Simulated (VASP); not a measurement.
# AlSi62 (a cell with a defect) in VASP: notebook, part 2 of 3

VASP 6.6.1.

**3. Single point, PBE+D3(BJ)**

File INCAR:

```
SYSTEM = AlSi62
PREC = Accurate
ENCUT = 520
EDIFF = 1E-6
ISMEAR = 0
SIGMA = 0.05
LREAL = Auto
LASPH = .True.
NELM = 60
ALGO = Normal
ISIF = 2
LWAVE = .False.
LCHARG = .False.
GGA = PE
IVDW = 12
NELECT = 252.0
NBANDS = 162
```

File KPOINTS:

```
regular mesh
0
Gamma
  1 1 1
  0 0 0
```

File POSCAR:

```
AlSi62
1.0
   10.8600000000      0.0000000000      0.0000000000
    0.0000000000     10.8600000000      0.0000000000
    0.0000000000      0.0000000000     10.8600000000
Si Al
62 1
Direct
    0.4941470332     -0.0058529668      0.0033480575
    0.6243672716      0.1243672716      0.1243373409
    0.7516278902      0.2516278902      0.0003050825
    0.8821500234      0.3821500234      0.1206159798
    0.7505488847      0.0017742073      0.2505794732
    0.8769026786      0.1284711637      0.3730973214
   -0.0016352868      0.0020600789     -0.0014330564
    0.1255279824      0.1252144306      0.1244720176
    0.2503866606      0.2499611521     -0.0003866606
    0.3768259373      0.3748598322      0.1236088933
    0.5020600789      0.4983647132     -0.0014330564
    0.6252144306      0.6255279824      0.1244720176
    0.7499611521      0.7503866606     -0.0003866606
    0.8748598322      0.8768259373      0.1236088933
    0.2514330564      0.0020600789      0.2516352868
    0.3765681853      0.1268169750      0.3762041649
    0.5017742073      0.2505488847      0.2505794732
    0.6284711637      0.3769026786      0.3730973214
    0.7538498411      0.5025469596      0.2474530404
    0.8821500234      0.6293840202      0.3678499766
    0.4993726988     -0.0006273012      0.5020819691
    0.6252268303      0.1252268303      0.6247731697
    0.7505629856      0.2505629856      0.4994370144
    0.8769026786      0.3769026786      0.6215288363
    0.7479180309     -0.0006273012      0.7506273012
    0.8737958351      0.1268169750      0.8734318147
    0.0123707397      0.5123707397     -0.0019466463
    0.3660303333      0.8660303333      0.1295056089
    0.0025469596      0.2538498411      0.2474530404
    0.1293840202      0.3821500234      0.3678499766
    0.2519466463      0.5123707397      0.2376292603
    0.3768259373      0.6263911067      0.3751401678
    0.5020600789      0.7514330564      0.2516352868
    0.6268169750      0.8765681853      0.3762041649
   -0.0005794732      0.0017742073      0.4994511153
    0.1256626591      0.1243672716      0.6256327284
    0.2496949175      0.2516278902      0.4983721098
    0.3765681853      0.3737958351      0.6231830250
    0.5017742073      0.4994205268      0.4994511153
    0.6243672716      0.6256626591      0.6256327284
    0.7516278902      0.7496949175      0.4983721098
    0.8737958351      0.8765681853      0.6231830250
    0.2466519425     -0.0058529668      0.7558529668
    0.3737609636      0.1222469710      0.8762390364
    0.4993726988      0.2479180309      0.7506273012
    0.6268169750      0.3737958351      0.8734318147
    0.7505488847      0.4994205268      0.7482257927
    0.8748598322      0.6263911067      0.8731740627
    0.0123707397      0.7519466463      0.2376292603
    0.1263911067      0.8768259373      0.3751401678
    0.0025469596      0.5025469596      0.4961501589
    0.1255279824      0.6255279824      0.6247855694
    0.2503866606      0.7503866606      0.5000388479
    0.3737609636      0.8737609636      0.6277530290
   -0.0005794732      0.2505488847      0.7482257927
    0.1263911067      0.3748598322      0.8731740627
    0.2514330564      0.4983647132      0.7479399211
    0.3660303333      0.6204943911      0.8839696667
    0.4941470332      0.7466519425      0.7558529668
    0.6222469710      0.8737609636      0.8762390364
   -0.0016352868      0.7514330564      0.7479399211
    0.1204943911      0.8660303333      0.8839696667
    0.2116128702      0.7116128702      0.0383871298
```

Potentials or basis: VASP PAW PBE potentials, release 64 (Si, Al).

Launch:

```console
> cat potpaw_PBE.64/Si/POTCAR potpaw_PBE.64/Al/POTCAR > POTCAR
> mpirun -np 1 vasp_gam > vasp.out
```

Run time: 17 min. Hardware: 1 thread of Intel Xeon 8259CL, shared host; peak memory 0.99 GiB.

Results (log left out):

```
Free energy                : -344.5390 eV
Largest force              : 0.035 eV/Å
Dispersion energy per atom : -0.313 eV
```

Forces on the atoms (eV/Å):
```
Si  -0.008 -0.008 -0.003
Si  -0.006 -0.006  0.002
Si   0.001  0.001 -0.010
Si   0.006  0.006  0.003
Si   0.002 -0.005  0.004
Si  -0.003  0.005  0.003
Si   0.001  0.010 -0.002
Si   0.002 -0.002 -0.002
Si   0.001  0.000 -0.001
Si  -0.013  0.003  0.003
Si   0.010  0.001 -0.002
Si  -0.002  0.002 -0.002
Si   0.000  0.001 -0.001
Si   0.003 -0.013  0.003
Si   0.002  0.010 -0.001
Si  -0.008 -0.003  0.001
Si  -0.005  0.002  0.004
Si   0.005 -0.003  0.003
Si   0.000  0.005 -0.005
Si   0.006 -0.003 -0.006
Si   0.008  0.008  0.002
Si  -0.003 -0.003  0.003
Si   0.001  0.001 -0.001
Si  -0.003 -0.003 -0.005
Si  -0.002  0.008 -0.008
Si  -0.001 -0.003  0.008
Si   0.008  0.008 -0.012
Si  -0.020 -0.020 -0.021
Si   0.005  0.000 -0.005
Si  -0.003  0.006 -0.006
Si   0.012  0.008 -0.008
Si  -0.013 -0.003 -0.003
Si   0.010  0.002 -0.001
Si  -0.003 -0.008  0.001
Si  -0.004 -0.005 -0.002
Si  -0.002 -0.006  0.006
Si   0.010  0.001 -0.001
Si  -0.008 -0.001  0.003
Si  -0.005 -0.004 -0.002
Si  -0.006 -0.002  0.006
Si   0.001  0.010 -0.001
Si  -0.001 -0.008  0.003
Si   0.003 -0.008  0.008
Si  -0.005  0.002  0.005
Si   0.008 -0.002 -0.008
Si  -0.003 -0.001  0.008
Si   0.002 -0.004  0.005
Si   0.003 -0.003  0.013
Si   0.008  0.012 -0.008
Si  -0.003 -0.013 -0.003
Si   0.005  0.005  0.000
Si   0.002  0.002  0.002
Si   0.001  0.001  0.000
Si  -0.005 -0.005 -0.002
Si  -0.004  0.002  0.005
Si  -0.003  0.003  0.013
Si   0.002  0.001 -0.010
Si  -0.020  0.021  0.020
Si  -0.008  0.003  0.008
Si   0.002 -0.005  0.005
Si   0.001  0.002 -0.010
Si   0.021 -0.020  0.020
Al   0.013  0.013 -0.013
```

Levels at points of the mesh, in eV from the Fermi level:
```csv
k point,band 124,band 125,band 126,band 127,band 128,band 129,band 130,band 131
"(0.00, 0.00, 0.00)",-0.89,-0.71,0.00,0.00,0.16,0.16,0.22,0.24
```

Caveat: the k points lie up to 0.58 Å⁻¹ apart; the cell carries a net charge on a neutralising background, which shifts energy and pressure; the cell is charged against a uniform background, so pressure and absolute levels hang on convention.

**4. Single point, PBE+D3(BJ)**

File INCAR:

```
PREC = Accurate ; ENCUT = 520
EDIFF = 1E-6 ; ISMEAR = 0
SIGMA = 0.05 ; LREAL = Auto
LASPH = T ; NELM = 100
ALGO = Normal ; ISIF = 2
LWAVE = F ; LCHARG = F
GGA = PE ; IVDW = 12
NELECT = 252.0 ; NBANDS = 162
```

File KPOINTS:

```
Automatic mesh
0
Gamma
  1 1 1
```

File POSCAR:

```
AlSi62
1.0
   10.8600000000      0.0000000000      0.0000000000
    0.0000000000     10.8600000000      0.0000000000
    0.0000000000      0.0000000000     10.8600000000
Si Al
62 1
Direct
    0.4927537753     -0.0070311234      0.0044386740
    0.6234213628      0.1237804788      0.1244990792
    0.7508887661      0.2510569982      0.0004552486
    0.8809839779      0.3813008287      0.1216418969
    0.7481696133      0.0014649171      0.2512847145
    0.8756548803      0.1272198895      0.3742114180
   -0.0017895948      0.0001157459      0.0013848987
    0.1245814917      0.1251747698      0.1253395948
    0.2494204420      0.2498622468      0.0004552486
    0.3764451197      0.3731179558      0.1263638122
    0.4999314917      0.4983949355      0.0012916206
    0.6248068140      0.6248974217      0.1252938306
    0.7497001842      0.7495614180      0.0004550645
    0.8728553407      0.8766518416      0.1263918969
    0.2485916206      0.0003976059      0.2518230203
    0.3757236648      0.1247053407      0.3765885820
    0.5012954880      0.2485256906      0.2513976059
    0.6271501842      0.3758651013      0.3743620626
    0.7526427256      0.5015558932      0.2485963168
    0.8809280847      0.6284886740      0.3689609576
    0.4980813996     -0.0017346225      0.5034720994
    0.6243837017      0.1246789134      0.6254532228
    0.7498037753      0.2498732965      0.5001068140
    0.8754767035      0.3757619705      0.6228722836
    0.7463377532     -0.0017033149      0.7518405157
    0.8733252302      0.1245430939      0.8742349908
    0.0092535912      0.5094361878     -0.0043023941
    0.3623476980      0.8627195212      0.1270137201
    0.0012908840      0.2530160221      0.2486449355
    0.1283200737      0.3811975138      0.3690054328
    0.2541955801      0.5093366483      0.2406824125
    0.3765692449      0.6237546961      0.3767978821
    0.5001171271      0.7490187845      0.2517631676
    0.6245642726      0.8759257827      0.3767172192
   -0.0014870166      0.0013640884      0.5017354512
    0.1253052486      0.1238013812      0.6263374770
    0.2496012891      0.2510866483      0.4991750460
    0.3756373849      0.3736131676      0.6255428177
    0.5012277164      0.4987549724      0.5016936464
    0.6233207182      0.6257627072      0.6264406998
    0.7509047882      0.7496895948      0.4992325046
    0.8732946593      0.8758911602      0.6256266114
    0.2455409761     -0.0069228361      0.7569408840
    0.3724953959      0.1212593923      0.8774116022
    0.4981691529      0.2467862799      0.7518129834
    0.6244484346      0.3736068140      0.8743263352
    0.7481116943      0.4988232965      0.7485864641
    0.8729823204      0.6237287293      0.8733212707
    0.0091693370      0.7545586556      0.2407861878
    0.1235679558      0.8767579190      0.3770013812
    0.0011950276      0.5014086556      0.4972581952
    0.1245870166      0.6248375691      0.6249307551
    0.2494159300      0.7495619705      0.5000806630
    0.3723414365      0.8725745856      0.6287597606
   -0.0014538674      0.2484592081      0.7487232044
    0.1235804788      0.3731604052      0.8734227440
    0.2486104052      0.4983974217      0.7497809392
    0.3624036832      0.6231464088      0.8872966851
    0.4926342541      0.7457593002      0.7572088398
    0.6209984346      0.8726136280      0.8775814917
   -0.0016799263      0.7488880295      0.7499232965
    0.1231140884      0.8629261510      0.8871885820
    0.1633639042      0.6636692449      0.0866016575
```

Launch:

```console
> cat potpaw_PBE.64/Si/POTCAR potpaw_PBE.64/Al/POTCAR > POTCAR
> mpirun -np 1 vasp_gam > vasp.out
```

It took 19 min on 1 thread of Intel Xeon 8259CL, shared host; peak memory 0.98 GiB.

It converged, with:

```
Free energy                : -344.5395 eV
Largest force              : 0.012 eV/Å
Dispersion energy per atom : -0.313 eV
```

Forces in eV/Å, atoms in the order of the input:
```
Si  -0.009 -0.002 -0.003
Si  -0.002 -0.004 -0.002
Si   0.000 -0.005  0.001
Si   0.003  0.000 -0.004
Si   0.005  0.003  0.001
Si  -0.004  0.004  0.004
Si   0.003  0.003 -0.005
Si   0.002 -0.002 -0.006
Si   0.001 -0.002 -0.002
Si   0.000 -0.002  0.000
Si   0.002  0.004  0.001
Si   0.003  0.000 -0.006
Si   0.001 -0.002  0.000
Si  -0.001  0.000 -0.002
Si   0.003 -0.004 -0.005
Si   0.001 -0.002  0.005
Si  -0.002  0.005  0.000
Si   0.002 -0.005  0.001
Si   0.001  0.002  0.002
Si   0.009  0.006 -0.005
Si   0.000  0.001  0.000
Si   0.001 -0.001 -0.001
Si  -0.004 -0.002  0.001
Si   0.001 -0.002 -0.002
Si   0.000 -0.001  0.004
Si  -0.001  0.001  0.000
Si  -0.002  0.004 -0.006
Si  -0.001  0.002  0.005
Si  -0.001  0.000  0.002
Si   0.002  0.004 -0.003
Si   0.004  0.006  0.002
Si  -0.001 -0.003  0.007
Si  -0.002 -0.001 -0.003
Si  -0.003  0.003 -0.001
Si   0.002  0.005 -0.006
Si   0.000 -0.003  0.004
Si  -0.005 -0.006 -0.004
Si   0.009 -0.005 -0.001
Si  -0.001  0.005 -0.006
Si   0.000 -0.005  0.002
Si  -0.004 -0.004 -0.001
Si   0.000  0.004  0.002
Si   0.007  0.004  0.003
Si  -0.005  0.007  0.003
Si  -0.004 -0.004  0.006
Si   0.000 -0.003 -0.006
Si   0.004  0.003  0.004
Si  -0.002 -0.001  0.002
Si   0.000 -0.005 -0.002
Si  -0.001  0.001  0.003
Si  -0.001  0.001 -0.003
Si   0.004  0.000 -0.001
Si   0.000 -0.002  0.000
Si  -0.001 -0.002 -0.004
Si  -0.002  0.004  0.002
Si  -0.002 -0.002  0.001
Si  -0.007  0.004  0.004
Si  -0.002 -0.003  0.008
Si   0.002  0.011 -0.001
Si   0.006 -0.005  0.000
Si   0.000 -0.003  0.001
Si  -0.007 -0.001  0.009
Al   0.001  0.001  0.001
```

Levels at points of the mesh, in eV from the Fermi level:
| k point | band 122 | band 123 | band 124 | band 125 | band 126 | band 127 | band 128 | band 129 | band 130 | band 131 |
| --- | --- | --- | --- | --- | --- | --- | --- | --- | --- | --- |
| (0.00, 0.00, 0.00) | -1.22 | -0.89 | -0.88 | -0.71 | 0.00 | 0.00 | 0.16 | 0.16 | 0.23 | 0.24 |

Caveat: the k points lie up to 0.58 Å⁻¹ apart; the cell carries a net charge on a neutralising background, which shifts energy and pressure; the cell is charged against a uniform background, so pressure and absolute levels hang on convention.

[end of part 2 of 3]
